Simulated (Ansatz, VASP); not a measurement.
Pb in VASP and in Ansatz

```xyz
1
Lattice="2.5248 0.0000 0.0000 0.0000 2.5248 0.0000 0.0000 0.0000 2.5248" Properties=species:S:1:pos:R:3 pbc="T T T"
Pb    0.0000    0.0000    0.0000
```

Change from the starting cell: volume scaled by 0.5, LAPW.

Alike in both runs: task single point; functional PBEsol; k mesh 13 × 13 × 13; occupations fermi-dirac, width 0.05 eV; no spin polarisation.

|  | VASP | Ansatz |
| --- | --- | --- |
| version | VASP 6.6.1 | Ansatz 0.2.0 |
| potentials or method | VASP PAW PBE potentials, release 64 (Pb_d), cutoff 520 eV | all-electron LAPW, scalar-relativistic |

```tsv
	VASP	Ansatz	Ansatz less VASP
pressure (GPa)	169.7	169.7	-0.06
```

VASP's potentials were made for PBE, not for PBEsol. Both programs put the cell under a high pressure, so it lies far from rest at this level. Ansatz ran all-electron here, and VASP with PAW potentials.

Neither program's run includes spin-orbit coupling. Noted on VASP's run: the cell as given lies far from equilibrium.
